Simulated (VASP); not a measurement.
# Zn (R-3m) in VASP: notebook

Runs on Zn. Level: PBE. Tasks: single point.

All numbers are computed with VASP 6.6.1; they aren't measurements. Logs are shortened: lines on timing, memory, paths and dates and some standing lists are left out, and cuts for length are marked.

### Step 1. The cell of the first run

It takes space group R-3m (No. 166, trigonal). The conventional cell has a = 2.553 Å, b = 2.553 Å, c = 7.626 Å, α = 90.00°, β = 90.00°, γ = 120.00°. Within 3.4 Å of Zn (site symmetry -3m) lie 12 Zn at 2.55 to 2.94 Å.

### Step 2. Single point, PBE (14.35 Å³/atom)

INCAR

```
SYSTEM = Zn
PREC = Accurate
ENCUT = 520
EDIFF = 1E-6
ISMEAR = 0
SIGMA = 0.15
LREAL = .FALSE.
LASPH = .TRUE.
NELM = 60
ALGO = Fast
ISIF = 2
LWAVE = .FALSE.
LCHARG = .TRUE.
GGA = PE
LELF = .TRUE.
LVHAR = .TRUE.
NBANDS = 12
```

KPOINTS

```
Automatic mesh
0
G
  22 22 22
  0 0 0
```

POSCAR

```
Zn
1.0
    0.2640669343      2.0694470687      2.0694470687
    2.0694470687      0.2640669343      2.0694470687
    2.0694470687      2.0694470687      0.2640669343
Zn
1
Direct
    0.0000000000      0.0000000000      0.0000000000
```

Potentials or basis: VASP PAW PBE potentials, release 64 (Zn).

Run with:

```
$ cat potpaw_PBE.64/Zn/POTCAR > POTCAR
$ mpirun -np 1 vasp_std > vasp.out
```

OUTCAR:

```text
SYSTEM = Zn
   PREC = Accurate
   ENCUT = 520
   EDIFF = 1E-6
   ISMEAR = 0
   LREAL = .FALSE.
   LASPH = .TRUE.
   NELM = 60
   ISIF = 2
   GGA = PE

 ion  position               nearest neighbor table
   1  0.000  0.000  0.000-

  LATTYP: Found a trigonal (rhomboedric) cell.
 ALAT       =     2.9385291705
 COS(alpha) =     0.6225344630

  Lattice vectors:

 A1 = (   0.2640669343,   2.0694470687,   2.0694470687)
 A2 = (   2.0694470687,   0.2640669343,   2.0694470687)
 A3 = (   2.0694470687,   2.0694470687,   0.2640669343)

Analysis of symmetry for initial positions (statically):
=====================================================================
 Subroutine PRICEL returns:
 Original cell was already a primitive cell.

 Routine SETGRP: Setting up the symmetry group for a
 trigonal (rhombohedral) supercell.

 Subroutine GETGRP returns: Found 12 space group operations
 (whereof 12 operations were pure point group operations)
 out of a pool of 12 trial point group operations.

The static configuration has the point symmetry D_3d.

Analysis of symmetry for dynamics (positions and initial velocities):
=====================================================================
 Subroutine PRICEL returns:
 Original cell was already a primitive cell.

 Routine SETGRP: Setting up the symmetry group for a
 trigonal (rhombohedral) supercell.

 Subroutine GETGRP returns: Found 12 space group operations
 (whereof 12 operations were pure point group operations)
 out of a pool of 12 trial point group operations.

The dynamic configuration has the point symmetry D_3d.

 Subroutine INISYM returns: Found 12 space group operations
 (whereof 12 operations are pure point group operations),
 and found     1 'primitive' translations

----------------------------------------------------------------------------------------

                                     Primitive cell

  volume of cell :      14.3510

  direct lattice vectors                    reciprocal lattice vectors
     0.264066934  2.069447069  2.069447069    -0.293560018  0.260339950  0.260339950
     2.069447069  0.264066934  2.069447069     0.260339950 -0.293560018  0.260339950
     2.069447069  2.069447069  0.264066934     0.260339950  0.260339950 -0.293560018

  length of vectors
     2.938529171  2.938529171  2.938529171     0.470883493  0.470883493  0.470883493

  position of ions in fractional coordinates (direct lattice)
     0.000000000  0.000000000  0.000000000

  ion indices of the primitive-cell ions
[... 83 lines left out ...]
   TEBEG  =    0.0;   TEEND  =   0.0 temperature during run
   PSTRESS=    0.0 pullay stress
   NELECT =      12.0000    total number of electrons
   NUPDOWN=      -1.0000    fix difference up-down
   EMIN   =  10.00;   EMAX   =-10.00  energy-range for DOS
   EFERMI =   0.00;   METHOD = LEGACY
   ISMEAR =     0;   SIGMA  =   0.15  broadening in eV -4-tet -1-fermi 0-gaus
   EFERMI_NEDOS =   21; number of points for ismear=-14 and -15
   IALGO  =     68    algorithm
   IMIX   =      4    mixing-type and parameters
     AMIX     =   0.40;   BMIX     =  1.00
     AMIX_MAG =   1.60;   BMIX_MAG =  1.00
  volume/ion in A,a.u.               =      14.35        96.85
  Fermi-wavevector in a.u.,A,eV,Ry     =   1.542320  2.914562 32.364877  2.378751
  Thomas-Fermi vector in A             =   2.648141
   LORBIT       =      0    0 simple, 1 ext, 2 COOP (PROOUT), +10 PAW based schemes
   GGA     = PE    functional components
   LHFCALC =     F    Hartree Fock is set to
   AEXX    =    0.0000 exact exchange contribution
   IVDW    =     0    specifies the selected vdW correction
   LEPSILON=     F    determine dielectric tensor
   LRPA    =     F    only Hartree local field effects (RPA)
 non-spin polarized calculation
 RMM-DIIS sequential band-by-band and
 Gauss-broadening in eV      SIGMA  =   0.15
  energy-cutoff  :      520.00
  volume of cell :       14.35
 maximum number of plane-waves:       399
 NGX is ok and might be reduce to    24
   NGX = 11   NGY = 11   NGZ = 11

 number of electron      11.9999997 magnetization

 Free energy of the ion-electron system (eV)
  ---------------------------------------------------
  ext. energy  EPLUGINS =         0.00000000
  ---------------------------------------------------
  free energy    TOTEN  =        -1.06146902 eV

  energy without entropy =       -1.05836950  energy(sigma->0) =       -1.05991926

 E-fermi :   3.4288     XC(G=0): -11.8376

 val. band max:        3.4109615333   @ k =  -0.3182  -0.4545   0.2273
 cond. band min:       3.4305209495   @ k =  -0.2727   0.5000   0.2727
 fundamental gap:      0.0195594162
 Fermi energy:         3.4288138498

 k-point     1 :       0.0000    0.0000    0.0000
  band No.  band energies     occupation
      1      -7.3692      2.00000
      2      -4.7082      2.00000
      3      -4.3391      2.00000
      4      -4.3391      2.00000
      5      -3.8341      2.00000
      6      -3.8341      2.00000
      7      15.3417      0.00000
      8      19.4198      0.00000
      9      25.3860      0.00000
     10      25.8144      0.00000
     11      25.8144      0.00000
     12      28.1387      0.00000
[... 331 lines left out ...]
 k-point    24 :      -0.4545    0.0455    0.0000
  band No.  band energies     occupation
      1      -5.2241      2.00000
      2      -4.6305      2.00000
      3      -4.1060      2.00000
      4      -3.8242      2.00000
      5      -3.4634      2.00000
      6       0.6110      2.00000
      7       3.6682      0.02404
      8      16.0134      0.00000
      9      18.9819      0.00000
     10      20.3190      0.00000
     11      21.4309      0.00000
     12      25.5636      0.00000

 [... further k-points ...]

------------------------ aborting loop because EDIFF is reached ----------------------------------------

  FORCE on cell =-STRESS in cart. coord.  units (eV):
  Direction    XX          YY          ZZ          XY          YZ          ZX
  --------------------------------------------------------------------------------------
  -------------------------------------------------------------------------------------
  Total        0.6331168      0.6331168      0.6331168     -0.1243261     -0.1243261     -0.1243261
  in kB       70.6825556     70.6825556     70.6825556    -13.8800445    -13.8800445    -13.8800445
  external PRESSURE =      70.6825556 kB  Pullay stress =       0.0000000 kB

 VOLUME and BASIS-vectors are now :
 -----------------------------------------------------------------------------
  energy-cutoff  :      520.00
  volume of cell :       14.35
      direct lattice vectors                 reciprocal lattice vectors
     0.264066934  2.069447069  2.069447069    -0.293560018  0.260339950  0.260339950
     2.069447069  0.264066934  2.069447069     0.260339950 -0.293560018  0.260339950
     2.069447069  2.069447069  0.264066934     0.260339950  0.260339950 -0.293560018

 POSITION                                       TOTAL-FORCE (eV/Angst)
 -----------------------------------------------------------------------------------
      0.00000      0.00000      0.00000         0.000000      0.000000      0.000000
 -----------------------------------------------------------------------------------
    total drift:                                0.000000      0.000000     -0.000000

  FREE ENERGIE OF THE ION-ELECTRON SYSTEM (eV)
  ---------------------------------------------------
  free  energy   TOTEN  =        -1.0614690239 eV

  energy  without entropy=       -1.0583694991  energy(sigma->0) =       -1.05991926
```

OSZICAR:

```text
N       E                     dE             d eps       ncg     rms          rms(c)
DAV:   1     0.423876633196E+02    0.42388E+02   -0.65804E+03 25492   0.161E+03
DAV:   2     0.744253202031E-01   -0.42313E+02   -0.39745E+02 25432   0.216E+02
DAV:   3    -0.118493651826E+01   -0.12594E+01   -0.12570E+01 28548   0.370E+01
DAV:   4    -0.118772157699E+01   -0.27851E-02   -0.27849E-02 27068   0.167E+00
DAV:   5    -0.118772353528E+01   -0.19583E-05   -0.19580E-05 28364   0.434E-02    0.331E+00
RMM:   6    -0.107067506964E+01    0.11705E+00   -0.27667E-01 30183   0.713E+00    0.241E+00
RMM:   7    -0.106477888638E+01    0.58962E-02   -0.88345E-03 31196   0.140E+00    0.118E+00
RMM:   8    -0.106149799338E+01    0.32809E-02   -0.21694E-03 29749   0.488E-01    0.709E-02
RMM:   9    -0.106148521904E+01    0.12774E-04   -0.50138E-04 32067   0.344E-01    0.639E-02
RMM:  10    -0.106146933767E+01    0.15881E-04   -0.44240E-05 31639   0.794E-02    0.783E-03
RMM:  11    -0.106146902395E+01    0.31372E-06   -0.40956E-06 26276   0.222E-02
   1 F= -.10614690E+01 E0= -.10599193E+01  d E =-.309952E-02
```

Run time: 3.7 min. Hardware: 1 thread of Intel Xeon 8259CL, shared host; peak memory 0.28 GiB.

Results:

- Free energy: -1.0615 eV
- Pressure: 7.1 GPa
- Band gap on the k mesh: zero (bands 6 and 7 overlap by 5.55 eV)

Caveat: the cell stands under pressure.

### Step 3. Single point, PBE (14.35 Å³/atom)

INCAR

```
SYSTEM = Zn
PREC     = Accurate       ! precision mode
ENCUT    = 520            ! plane-wave cutoff, eV
EDIFF    = 1E-6           ! SCF threshold, eV
ISMEAR   = 0              ! smearing method
SIGMA    = 0.15           ! smearing width, eV
LREAL    = .FALSE.        ! projectors in reciprocal space
LASPH    = .TRUE.         ! aspherical terms in the spheres
NELM     = 60             ! most SCF steps
ALGO     = Fast           ! electronic algorithm
ISIF     = 2              ! what is computed and relaxed
LWAVE    = .FALSE.        ! write WAVECAR
LCHARG   = .FALSE.        ! write CHGCAR
GGA      = PE             ! functional
NBANDS   = 12             ! bands
```

KPOINTS

```
regular mesh
0
G
  22 22 22
  0 0 0
```

POSCAR

```
Zn
1.0
    0.8575147461      2.4392561616      2.4392561616
    2.4392561616      0.8575147461      2.4392561616
    2.4392561616      2.4392561616      0.8575147461
Zn
1
Direct
    0.0000000000      0.0000000000      0.0000000000
```

Potentials or basis: VASP PAW PBE potentials, release 64 (Zn).

Run with:

```
$ cat potpaw_PBE.64/Zn/POTCAR > POTCAR
$ mpirun -np 1 vasp_std > vasp.out
```

Run time: 11 min. Hardware: 1 thread of Intel Xeon 8259CL, shared host; peak memory 0.3 GiB.

It converged, with:

| Quantity | Value |
| --- | --- |
| Free energy | -0.2430 eV |
| Pressure | 48.4 GPa |
| Band gap on the k mesh | zero (bands 6 and 7 overlap by 8.39 eV) |

Stress tensor (GPa, compression positive):
```
 48.42 -25.95 -25.95
-25.95  48.42 -25.95
-25.95 -25.95  48.42
```

Levels at points of the mesh, in eV from the Fermi level:
| k point | band 3 | band 4 | band 5 | band 6 | band 7 | band 8 | band 9 | band 10 |
| --- | --- | --- | --- | --- | --- | --- | --- | --- |
| (0.00, 0.00, 0.00) | -8.30 | -8.30 | -7.08 | -7.08 | 2.58 | 7.68 | 27.48 | 31.51 |
| (0.50, 0.00, 0.00) | -7.40 | -7.40 | -6.50 | -1.43 | 3.04 | 9.34 | 13.10 | 18.61 |
| (0.50, 0.50, 0.00) | -7.37 | -7.27 | -6.50 | -0.81 | 4.21 | 6.38 | 9.87 | 18.75 |
| (0.50, 0.50, 0.50) | -8.30 | -7.08 | -7.08 | -6.62 | -4.56 | 20.67 | 23.83 | 27.04 |

Caveat: the cell stands under pressure.

### Step 4. Single point, PBE (15.16 Å³/atom)

This run uses another cell than the first one, of 15.16 Å³/atom.

INCAR

```
PREC = Accurate
ENCUT = 520
EDIFF = 1E-6
ISMEAR = 0
SIGMA = 0.15
LREAL = F
LASPH = T
NELM = 60
ALGO = Fast
ISIF = 2
LWAVE = F
LCHARG = F
GGA = PE
NBANDS = 12
```

KPOINTS

```
Automatic mesh
0
Gamma
  22 22 22
```

POSCAR

```
Zn
1.0
   -0.9343848768      1.6246388865      1.6246388865
    1.6246388865     -0.9343848768      1.6246388865
    1.6246388865      1.6246388865     -0.9343848768
Zn
1
Direct
    0.0000000000      0.0000000000      0.0000000000
```

Run with:

```
$ cat potpaw_PBE.64/Zn/POTCAR > POTCAR
$ mpirun -np 1 vasp_std > vasp.out
```

Wall time 3.3 min (1 thread of Intel Xeon 8259CL, shared host); peak memory 0.27 GiB.

It converged, with:

```yaml
Free_energy: -0.7834 eV
Pressure: 13.7 GPa
Band_gap_on_the_k_mesh: zero (bands 6 and 7 overlap by 8.26 eV)
```

Stress tensor (GPa, compression positive):
```
13.72 -1.64 -1.64
-1.64 13.72 -1.64
-1.64 -1.64 13.72
```

Levels at points of the mesh, in eV from the Fermi level:
```csv
k point,band 4,band 5,band 6,band 7,band 8,band 9
"(0.00, 0.00, 0.00)",-6.95,-6.91,-6.91,13.78,13.97,13.97
"(0.50, 0.00, 0.00)",-7.35,-6.89,-3.53,-2.69,18.34,18.38
"(0.50, 0.50, 0.00)",-7.25,-6.56,0.62,2.22,3.47,6.87
"(0.50, 0.50, 0.50)",-6.54,-6.54,5.56,5.56,7.42,10.95
```

Caveat: the cell stands under pressure.

### Step 5. Single point, PBE (15.16 Å³/atom)

This run uses another cell than the first one, of 15.16 Å³/atom.

INCAR

```
ALGO = Fast
EDIFF = 1E-7
ENCUT = 520
GGA = PE
ISIF = 2
ISMEAR = 0
LASPH = T
LCHARG = F
LREAL = F
LWAVE = F
NBANDS = 12
NELM = 100
PREC = Accurate
SIGMA = 0.15
```

KPOINTS

```
k-points
0
Gamma
  22 22 22
```

POSCAR

```
Zn
1.0
    0.5587496027      2.2797442724      2.2797442724
    2.2797442724      0.5587496027      2.2797442724
    2.2797442724      2.2797442724      0.5587496027
Zn
1
Direct
    0.0000000000      0.0000000000      0.0000000000
```

Run with:

```
$ cat potpaw_PBE.64/Zn/POTCAR > POTCAR
$ mpirun -np 1 vasp_std > vasp.out
```

Wall time 4.9 min (1 thread of Intel Xeon 8259CL, shared host); peak memory 0.29 GiB.

It converged, with:

```yaml
Free_energy: -0.9528 eV
Pressure: 13.5 GPa
Band_gap_on_the_k_mesh: zero (bands 6 and 7 overlap by 7.08 eV)
```

Stress tensor (GPa, compression positive):
```
13.53 -7.67 -7.67
-7.67 13.53 -7.67
-7.67 -7.67 13.53
```

Levels at points of the mesh, in eV from the Fermi level:
| k point | band 4 | band 5 | band 6 | band 7 | band 8 | band 9 |
| --- | --- | --- | --- | --- | --- | --- |
| (0.00, 0.00, 0.00) | -7.71 | -6.97 | -6.97 | 6.41 | 10.89 | 24.22 |
| (0.50, 0.00, 0.00) | -7.18 | -6.52 | -1.74 | 1.19 | 10.04 | 13.86 |
| (0.50, 0.50, 0.00) | -6.98 | -6.52 | -0.68 | 2.82 | 5.89 | 9.70 |
| (0.50, 0.50, 0.50) | -6.93 | -6.93 | -5.28 | -4.12 | 23.33 | 23.99 |

Caveat: the cell stands under pressure.

### Step 6. Overview

| cell | further INCAR settings | gap on the mesh (eV) | pressure (GPa) |
| --- | --- | --- | --- |
| a = 2.939 Å, angles 51.5°, 1 atom | ALGO = Fast; EDIFF = 1e-06; NBANDS = 12 | none | 7.1 |
| a = 3.555 Å, angles 36.7°, 1 atom | ALGO = Fast; EDIFF = 1e-06; NBANDS = 12 | none | 48.4 |
| a = 2.480 Å, angles 93.7°, 1 atom | ALGO = Fast; EDIFF = 1e-06; NBANDS = 12 | none | 13.7 |
| a = 3.272 Å, angles 43.7°, 1 atom | ALGO = Fast; EDIFF = 1e-07; NBANDS = 12 | none | 13.5 |

Alike in all rows: task single point; level PBE; potentials or basis VASP PAW PBE potentials, release 64 (Zn); no spin polarisation; k mesh 22 × 22 × 22; cutoff (eV) 520; smearing gaussian 0.15 eV.

Caveats: the cell stands under pressure.

Total energies depend on the potentials used, so only differences within one code and one set of settings carry meaning.
